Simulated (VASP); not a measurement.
HfS2: relaxation of the atoms with PBE

The system is HfS2, a slab with vacuum.

```
S Hf
1.0
     3.65141    0.00000    0.00000
    -1.82571    3.16222    0.00000
     0.00000    0.00000   24.75096
S Hf
4 2
Direct
  0.66667 0.33333 0.30302
  0.33333 0.66667 0.41993
  0.66667 0.33333 0.58007
  0.33333 0.66667 0.69698
  0.00000 0.00000 0.36147
  0.00000 0.00000 0.63853
```

```json
{
 "Program": "VASP 6.6.1",
 "Task": "relaxation of the atoms",
 "Functional": "PBE",
 "Potentials or basis": "VASP PAW PBE potentials, release 64 (S, Hf_pv)",
 "Cutoff": "450 eV",
 "k mesh": "9 × 9 × 1",
 "Occupations": "gaussian, width 0.05 eV",
 "Spin": "no spin polarisation",
 "Dipole correction": "yes",
 "Further INCAR settings": "ALGO = Normal; EDIFF = 1e-07; NELMDL = -8; IBRION = 2; EDIFFG = -0.02; NSW = 80"
}
```

The energy gained by relaxing is 0.1 meV/atom. The ionic steps are 3. The largest force after relaxing is 0.004 eV/Å and the band gap on the k mesh is 1.33 eV (least direct gap 2.09 eV).

Forces on the atoms (eV/Å):
```
S    0.000  0.000  0.004
S    0.000  0.000 -0.004
S    0.000  0.000  0.004
S    0.000  0.000 -0.004
Hf   0.000  0.000  0.001
Hf   0.000  0.000 -0.001
```

Step by step:
| step | energy change (eV) | largest force (eV/Å) | pressure (GPa) |
| --- | --- | --- | --- |
| 1 | 0.0000 | 0.0679 | -0.28 |
| 2 | -0.0006 | 0.0295 | -0.19 |
| 3 | -0.0008 | 0.0042 | -0.13 |

Final structure:
```xyz
6
Lattice="3.6514 0.0000 0.0000 -1.8257 3.1622 0.0000 0.0000 0.0000 24.7510" Properties=species:S:1:pos:R:3 pbc="T T T"
S     1.8257    1.0541    7.5055
S     0.0000    2.1081   10.3882
S     1.8257    1.0541   14.3628
S     0.0000    2.1081   17.2455
Hf    0.0000    0.0000    8.9468
Hf    0.0000    0.0000   15.8042
```

Levels at points of the mesh, in eV from the valence-band top:
```tsv
k point	band 18	band 19	band 20	band 21	band 22	band 23	band 24	band 25	band 26
(0.00, 0.00, 0.00)	-0.65	-0.01	-0.01	0.00	0.00	2.09	2.09	2.09	2.09
```

Wall time 7 min on 1 thread of AMD EPYC 7R43 64-Core Processor (Zen 3) (shared host), peak memory 0.35 GiB.

Caveat: spin-orbit coupling is left out, which moves the levels of the heavy elements.
